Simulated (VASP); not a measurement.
# FeS2 (Pnnm) in VASP: relaxation of shape and atoms at fixed volume with PBE+U

Aim: the relaxation of shape and atoms at fixed volume of FeS2 with PBE+U.

Everything below comes from runs of VASP 6.6.1. Logs are shortened: lines on timing, memory, paths and dates and some standing lists are left out, and cuts for length are marked.

## 1. The cell of the first run

It takes space group Pnnm (No. 58, orthorhombic). Conventional cell: a = 4.481 Å, b = 5.507 Å, c = 3.463 Å, α = 90.00°, β = 90.00°, γ = 90.00°. Fe (site symmetry 2/m) has 6 S at 2.28 to 2.30 Å within 3.0 Å. Within 2.8 Å of S (site symmetry m) lie 1 S at 2.14 Å and 3 Fe at 2.28 to 2.30 Å.

## 2. Relaxation of shape and atoms at fixed volume, PBE+U, collinear spin, zero start (14.24 Å³/atom)

Contents of INCAR:

```
PREC     = Accurate       # precision mode
ENCUT    = 600            # plane-wave cutoff, eV
EDIFF    = 1E-7           # SCF threshold, eV
ISMEAR   = 0              # smearing method
SIGMA    = 0.05           # smearing width, eV
LREAL    = F              # projectors in reciprocal space
LASPH    = T              # aspherical terms in the spheres
NELM     = 200            # most SCF steps
ALGO     = Normal         # electronic algorithm
ISIF     = 4              # what is computed and relaxed
LWAVE    = F              # write WAVECAR
LCHARG   = F              # write CHGCAR
ISPIN    = 2              # spin polarisation
MAGMOM   = 0 0 0 0 0 0    # initial moments
LORBIT   = 11             # projections on sites
LMAXMIX  = 4              # l up to which the mixer works
LDAU     = T              # DFT+U
LDAUTYPE = 2            
LDAUL    = 2 -1           # shell
LDAUU    = 4 0            # U, eV
LDAUJ    = 0 0          
LDAUPRINT= 1            
GGA      = PE             # functional
IBRION   = 2              # ionic algorithm
NSW      = 60             # ionic steps
EDIFFG   = -0.01          # ionic threshold
GGA_COMPAT= F            
NELMIN   = 4
```

Contents of KPOINTS:

```
regular mesh
0
Gamma
  6 4 6
```

Contents of POSCAR:

```
FeS2
1.0
    4.4807953246      0.0000000000      0.0000000000
    0.0000000000      5.5069206689      0.0000000000
    0.0000000000      0.0000000000      3.4634119734
Fe S
2 4
Direct
    0.0000000000      0.0000000000      0.0000000000
    0.5000000000      0.5000000000      0.5000000000
    0.1921169889      0.3839116978      0.0000000000
    0.3078830111      0.8839116978      0.5000000000
    0.8078830111      0.6160883022      0.0000000000
    0.6921169889      0.1160883022      0.5000000000
```

Potentials or basis: VASP PAW PBE potentials, release 64 (Fe, S).

Command:

```bash
$ cat potpaw_PBE.64/Fe/POTCAR potpaw_PBE.64/S/POTCAR > POTCAR
$ mpirun -np 1 vasp_std > vasp.out
```

OUTCAR:

```text
PREC = Accurate
   ENCUT = 600
   EDIFF = 1E-7
   ISMEAR = 0
   LREAL = F
   LASPH = T
   NELM = 200
   ISIF = 4
   ISPIN = 2
   LORBIT = 11
   GGA = PE
   IBRION = 2
   NSW = 60
   EDIFFG = -0.01
   NELMIN = 4

 ion  position               nearest neighbor table
   1  0.000  0.000  0.000-   3 2.28   5 2.28   4 2.30   6 2.30   4 2.30   6 2.30
   2  0.500  0.500  0.500-   4 2.28   6 2.28   5 2.30   3 2.30   3 2.30   5 2.30
   3  0.192  0.384  0.000-   5 2.14   1 2.28   2 2.30   2 2.30
   4  0.308  0.884  0.500-   6 2.14   2 2.28   1 2.30   1 2.30
   5  0.808  0.616  0.000-   3 2.14   1 2.28   2 2.30   2 2.30
   6  0.692  0.116  0.500-   4 2.14   2 2.28   1 2.30   1 2.30

  LATTYP: Found a simple orthorhombic cell.
 ALAT       =     3.4634119734
 B/A-ratio  =     1.2937517567
 C/A-ratio  =     1.5900276118

  Lattice vectors:

 A1 = (   0.0000000000,   0.0000000000,   3.4634119734)
 A2 = (   4.4807953246,   0.0000000000,   0.0000000000)
 A3 = (   0.0000000000,   5.5069206689,   0.0000000000)

Analysis of symmetry for initial positions (statically):
=====================================================================
 Subroutine PRICEL returns:
 Original cell was already a primitive cell.

 Routine SETGRP: Setting up the symmetry group for a
 simple orthorhombic supercell.

 Subroutine GETGRP returns: Found  8 space group operations
 (whereof  4 operations were pure point group operations)
 out of a pool of  8 trial point group operations.

The static configuration has the point symmetry C_2h.
 The point group associated with its full space group is D_2h.

Analysis of symmetry for dynamics (positions and initial velocities):
=====================================================================
 Subroutine PRICEL returns:
 Original cell was already a primitive cell.

 Routine SETGRP: Setting up the symmetry group for a
 simple orthorhombic supercell.

 Subroutine GETGRP returns: Found  8 space group operations
 (whereof  4 operations were pure point group operations)
 out of a pool of  8 trial point group operations.

The dynamic configuration has the point symmetry C_2h.
 The point group associated with its full space group is D_2h.

Analysis of structural, dynamic, and magnetic symmetry:
=====================================================================
 Subroutine PRICEL returns:
 Original cell was already a primitive cell.

 Routine SETGRP: Setting up the symmetry group for a
 simple orthorhombic supercell.

 Subroutine GETGRP returns: Found  8 space group operations
 (whereof  4 operations were pure point group operations)
 out of a pool of  8 trial point group operations.

The overall configuration has the point symmetry C_2h.
 The point group associated with its full space group is D_2h.

 Subroutine INISYM returns: Found  8 space group operations
 (whereof  4 operations are pure point group operations),
 and found     1 'primitive' translations

----------------------------------------------------------------------------------------

                                     Primitive cell

  volume of cell :      85.4610

  direct lattice vectors                    reciprocal lattice vectors
     4.480795325  0.000000000  0.000000000     0.223174666  0.000000000  0.000000000
     0.000000000  5.506920669  0.000000000     0.000000000  0.181589687  0.000000000
     0.000000000  0.000000000  3.463411973     0.000000000  0.000000000  0.288732616

  length of vectors
     4.480795325  5.506920669  3.463411973     0.223174666  0.181589687  0.288732616

  position of ions in fractional coordinates (direct lattice)
     0.000000000  0.000000000  0.000000000
     0.500000000  0.500000000  0.500000000
     0.192116989  0.383911698  0.000000000
     0.307883011  0.883911698  0.500000000
     0.807883011  0.616088302  0.000000000
     0.692116989  0.116088302  0.500000000

  ion indices of the primitive-cell ions
   primitive index   ion index
[... 108 lines left out ...]
   LHFCALC =     F    Hartree Fock is set to
   AEXX    =    0.0000 exact exchange contribution
   IVDW    =     0    specifies the selected vdW correction
   LEPSILON=     F    determine dielectric tensor
   LRPA    =     F    only Hartree local field effects (RPA)
 conjugate gradient relaxation of ions
 spin polarized calculation
 Gauss-broadening in eV      SIGMA  =   0.05
  energy-cutoff  :      600.00
  volume of cell :       85.46
 maximum number of plane-waves:      2882
 NGX is ok and might be reduce to    36
   NGX = 17   NGY = 21   NGZ = 13

--------------------------------------- Ionic step        1  -------------------------------------------

 number of electron      40.0000018 magnetization      -0.0000000

 number of electron      40.0000018 magnetization       0.0000000

 Free energy of the ion-electron system (eV)
  ---------------------------------------------------
  ext. energy  EPLUGINS =         0.00000000
  ---------------------------------------------------
  free energy    TOTEN  =       -28.89580893 eV

  energy without entropy =      -28.89580893  energy(sigma->0) =      -28.89580893

------------------------ aborting loop because EDIFF is reached ----------------------------------------

  FORCE on cell =-STRESS in cart. coord.  units (eV):
  Direction    XX          YY          ZZ          XY          YZ          ZX
  --------------------------------------------------------------------------------------
  -------------------------------------------------------------------------------------
  Total       -0.0115430     -0.2117527     -0.2810408      0.0000000      0.0000000      0.0000000
  in kB       -0.2164023     -3.9698257     -5.2688026      0.0000000      0.0000000      0.0000000
  external PRESSURE =      -3.1516769 kB  Pullay stress =       0.0000000 kB
[... 69 lines left out ...]
--------------------------------------- Ionic step        3  -------------------------------------------

 number of electron      40.0000017 magnetization       0.0000000

atom =   1  type =  1  l = 2

 onsite density matrix

spin component  1

  0.6787  0.0000  0.1725  0.0000  0.1932
  0.0000  0.7771  0.0000  0.1959  0.0000
  0.1725  0.0000  0.7790  0.0000 -0.1646
  0.0000  0.1959  0.0000  0.3859  0.0000
  0.1932  0.0000 -0.1646  0.0000  0.6487

spin component  2

  0.6787  0.0000  0.1725  0.0000  0.1932
  0.0000  0.7771  0.0000  0.1959  0.0000
  0.1725  0.0000  0.7790  0.0000 -0.1646
  0.0000  0.1959  0.0000  0.3859  0.0000
  0.1932  0.0000 -0.1646  0.0000  0.6487

 occupancies and eigenvectors

  o =  0.3047  v =  0.0000  0.0000  0.0000  0.0000  0.0000 -0.0000  0.3830  0.0000 -0.9237  0.0000      0.0000  0.0000  0.0000  0.0000  0.0000  0.0000  0.0000  0.0000  0.0000  0.0000
  o =  0.3047  v =  0.0000  0.3830 -0.0000 -0.9237 -0.0000  0.0000  0.0000  0.0000  0.0000  0.0000      0.0000  0.0000  0.0000  0.0000  0.0000  0.0000  0.0000  0.0000  0.0000  0.0000
  o =  0.3406  v =  0.0000  0.0000  0.0000  0.0000  0.0000 -0.6069 -0.0000  0.4773  0.0000  0.6355      0.0000  0.0000  0.0000  0.0000  0.0000  0.0000  0.0000  0.0000  0.0000  0.0000
  o =  0.3406  v =  0.6069 -0.0000 -0.4773  0.0000 -0.6355  0.0000  0.0000  0.0000  0.0000  0.0000      0.0000  0.0000  0.0000  0.0000  0.0000  0.0000  0.0000  0.0000  0.0000  0.0000
  o =  0.8545  v =  0.0000  0.0000  0.0000  0.0000  0.0000 -0.6288 -0.0000  0.2008 -0.0000 -0.7512      0.0000  0.0000  0.0000  0.0000  0.0000  0.0000  0.0000  0.0000  0.0000  0.0000
  o =  0.8545  v = -0.6288  0.0000  0.2008  0.0000 -0.7512  0.0000  0.0000  0.0000  0.0000  0.0000      0.0000  0.0000  0.0000  0.0000  0.0000  0.0000  0.0000  0.0000  0.0000  0.0000
  o =  0.8584  v =  0.0000  0.0000  0.0000  0.0000  0.0000 -0.0000  0.9237  0.0000  0.3830 -0.0000      0.0000  0.0000  0.0000  0.0000  0.0000  0.0000  0.0000  0.0000  0.0000  0.0000
  o =  0.8584  v =  0.0000  0.9237 -0.0000  0.3830  0.0000  0.0000  0.0000  0.0000  0.0000  0.0000      0.0000  0.0000  0.0000  0.0000  0.0000  0.0000  0.0000  0.0000  0.0000  0.0000
  o =  0.9114  v =  0.0000  0.0000  0.0000  0.0000  0.0000  0.4862  0.0000  0.8555  0.0000 -0.1783      0.0000  0.0000  0.0000  0.0000  0.0000  0.0000  0.0000  0.0000  0.0000  0.0000
  o =  0.9114  v = -0.4862 -0.0000 -0.8555 -0.0000  0.1783  0.0000  0.0000  0.0000  0.0000  0.0000      0.0000  0.0000  0.0000  0.0000  0.0000  0.0000  0.0000  0.0000  0.0000  0.0000

atom =   2  type =  1  l = 2

 onsite density matrix

spin component  1

  0.6787  0.0000 -0.1725  0.0000 -0.1932
  0.0000  0.7771  0.0000 -0.1959  0.0000
 -0.1725  0.0000  0.7790  0.0000 -0.1646
  0.0000 -0.1959  0.0000  0.3859  0.0000
 -0.1932  0.0000 -0.1646  0.0000  0.6487

spin component  2

  0.6787  0.0000 -0.1725  0.0000 -0.1932
  0.0000  0.7771  0.0000 -0.1959  0.0000
 -0.1725  0.0000  0.7790  0.0000 -0.1646
  0.0000 -0.1959  0.0000  0.3859  0.0000
 -0.1932  0.0000 -0.1646  0.0000  0.6487

 occupancies and eigenvectors

  o =  0.3047  v =  0.0000  0.0000  0.0000  0.0000  0.0000  0.0000 -0.3830  0.0000 -0.9237  0.0000      0.0000  0.0000  0.0000  0.0000  0.0000  0.0000  0.0000  0.0000  0.0000  0.0000
  o =  0.3047  v =  0.0000  0.3830  0.0000  0.9237  0.0000  0.0000  0.0000  0.0000  0.0000  0.0000      0.0000  0.0000  0.0000  0.0000  0.0000  0.0000  0.0000  0.0000  0.0000  0.0000
  o =  0.3406  v =  0.0000  0.0000  0.0000  0.0000  0.0000  0.6069  0.0000  0.4773  0.0000  0.6355      0.0000  0.0000  0.0000  0.0000  0.0000  0.0000  0.0000  0.0000  0.0000  0.0000
  o =  0.3406  v = -0.6069  0.0000 -0.4773  0.0000 -0.6355  0.0000  0.0000  0.0000  0.0000  0.0000      0.0000  0.0000  0.0000  0.0000  0.0000  0.0000  0.0000  0.0000  0.0000  0.0000
  o =  0.8545  v =  0.0000  0.0000  0.0000  0.0000  0.0000  0.6288  0.0000  0.2008 -0.0000 -0.7512      0.0000  0.0000  0.0000  0.0000  0.0000  0.0000  0.0000  0.0000  0.0000  0.0000
  o =  0.8545  v = -0.6288 -0.0000 -0.2008  0.0000  0.7512  0.0000  0.0000  0.0000  0.0000  0.0000      0.0000  0.0000  0.0000  0.0000  0.0000  0.0000  0.0000  0.0000  0.0000  0.0000
  o =  0.8584  v =  0.0000  0.0000  0.0000  0.0000  0.0000  0.0000 -0.9237  0.0000  0.3830 -0.0000      0.0000  0.0000  0.0000  0.0000  0.0000  0.0000  0.0000  0.0000  0.0000  0.0000
  o =  0.8584  v = -0.0000  0.9237 -0.0000 -0.3830  0.0000  0.0000  0.0000  0.0000  0.0000  0.0000      0.0000  0.0000  0.0000  0.0000  0.0000  0.0000  0.0000  0.0000  0.0000  0.0000
  o =  0.9114  v =  0.0000  0.0000  0.0000  0.0000  0.0000 -0.4862 -0.0000  0.8555  0.0000 -0.1783      0.0000  0.0000  0.0000  0.0000  0.0000  0.0000  0.0000  0.0000  0.0000  0.0000
  o =  0.9114  v = -0.4862 -0.0000  0.8555  0.0000 -0.1783  0.0000  0.0000  0.0000  0.0000  0.0000      0.0000  0.0000  0.0000  0.0000  0.0000  0.0000  0.0000  0.0000  0.0000  0.0000

 number of electron      40.0000017 magnetization      -0.0000000

 Free energy of the ion-electron system (eV)
  ---------------------------------------------------
  ext. energy  EPLUGINS =         0.00000000
  ---------------------------------------------------
  free energy    TOTEN  =       -28.89603739 eV

  energy without entropy =      -28.89603739  energy(sigma->0) =      -28.89603739

 E-fermi :   7.0151     XC(G=0): -11.4200

 val. band max:        6.7428736515   @ k =   0.5000   0.0000   0.0000
 cond. band min:       8.5168643334   @ k =   0.0000   0.5000   0.0000
 fundamental gap:      1.7739906819
 Fermi energy:         7.0150977047

 spin component 1

 k-point     1 :       0.0000    0.0000    0.0000
  band No.  band energies     occupation
      1      -9.4881      1.00000
      2      -7.6028      1.00000
      3      -4.9511      1.00000
      4      -4.3421      1.00000
      5      -0.2042      1.00000
      6       1.2479      1.00000
[... 1324 lines left out ...]
  FREE ENERGIE OF THE ION-ELECTRON SYSTEM (eV)
  ---------------------------------------------------
  free  energy   TOTEN  =       -28.8960373919 eV

  energy  without entropy=      -28.8960373919  energy(sigma->0) =      -28.89603739

 reached required accuracy - stopping structural energy minimisation

 total charge

# of ion       s       p       d       tot
------------------------------------------
    1        0.396   0.560   6.505   7.461
    2        0.396   0.560   6.505   7.461
    3        1.340   2.333   0.000   3.673
    4        1.340   2.333   0.000   3.673
    5        1.340   2.333   0.000   3.673
    6        1.340   2.333   0.000   3.673
--------------------------------------------------
tot          6.152  10.453  13.009  29.614

 magnetization (x)

# of ion       s       p       d       tot
------------------------------------------
    1        0.000   0.000   0.000   0.000
    2        0.000   0.000   0.000   0.000
    3       -0.000  -0.000   0.000  -0.000
    4       -0.000  -0.000   0.000  -0.000
    5       -0.000  -0.000   0.000  -0.000
    6       -0.000  -0.000   0.000  -0.000
--------------------------------------------------
tot         -0.000  -0.000   0.000   0.000
```

Run time: 8.5 min. Hardware: 1 thread of Oxide Virtual Turin-like, shared host; peak memory 0.33 GiB.

What came out:

* Free energy: -28.8960 eV
* Energy gained by relaxing: 0.0 meV/atom
* Ionic steps: 3
* Pressure after relaxing: -0.3 GPa
* Largest force after relaxing: 0.010 eV/Å
* Band gap on the k mesh: 1.77 eV (least direct gap 2.25 eV)
* Net moment: 0.00 μB per cell
* Valence electrons inside the program's atomic spheres: Fe 7.46; S 3.67

Forces in eV/Å, atoms in the order of the input:
```
Fe   0.000  0.000  0.000
Fe   0.000  0.000  0.000
S   -0.009  0.002  0.000
S    0.009  0.002  0.000
S    0.009 -0.002  0.000
S   -0.009 -0.002  0.000
```

Stress tensor (GPa, compression positive):
```
-0.36  0.00  0.00
 0.00 -0.25  0.00
 0.00  0.00 -0.35
```

Step by step:
| step | energy change (eV) | largest force (eV/Å) | pressure (GPa) | volume (Å³) |
| --- | --- | --- | --- | --- |
| 1 | 0.0000 | 0.0122 | -0.32 | 85.46 |
| 2 | -0.0002 | 0.0101 | -0.32 | 85.46 |
| 3 | -0.0002 | 0.0096 | -0.32 | 85.46 |

Final structure:
```
Fe S
1.0
     4.48829    0.00000    0.00000
     0.00000    5.50436    0.00000
     0.00000    0.00000    3.45924
Fe S
2 4
Direct
  0.00000 0.00000 0.00000
  0.50000 0.50000 0.50000
  0.19194 0.38392 0.00000
  0.30806 0.88392 0.50000
  0.80806 0.61608 0.00000
  0.69194 0.11608 0.50000
```

Eigenvalues of the final occupation matrices:
```
    site  spin  trace               eigenvalues
site 1 d     1   3.27  0.30 0.34 0.85 0.86 0.91
site 1 d     2   3.27  0.30 0.34 0.85 0.86 0.91
site 2 d     1   3.27  0.30 0.34 0.85 0.86 0.91
site 2 d     2   3.27  0.30 0.34 0.85 0.86 0.91
```

Caveat: no moment was typed at the start, so none could form.
